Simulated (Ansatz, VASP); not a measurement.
## Two plane-wave programs on Se

```
CELL_PARAMETERS angstrom
4.52038 0.00000 0.00000
-2.26019 3.91476 0.00000
0.00000 0.00000 5.04531
ATOMIC_POSITIONS crystal
Se 0.21893 0.00000 0.33333
Se 0.00000 0.21893 0.66667
Se 0.78107 0.78107 0.00000
```

Alike in both runs: task single point; functional PBE; k mesh 8 × 8 × 6; occupations fermi-dirac, width 0.05 eV; no spin polarisation.

|  | VASP | Ansatz |
| --- | --- | --- |
| version | VASP 6.6.1 | Ansatz 0.2.0 |
| potentials or method | VASP PAW PBE potentials, release 64 (Se), cutoff 520 eV | plane waves (420 eV) with PAW, scalar-relativistic |
| valence electrons in the cell | 18 | 48 |

VASP gave:

- pressure (GPa): 0.1

Problem. Estimate Ansatz's values.

Solution. Pressure (GPa): 0.0.

VASP's potentials hold 18 valence electrons a cell and Ansatz's 48, so a difference there can come from the potentials and not from the codes.
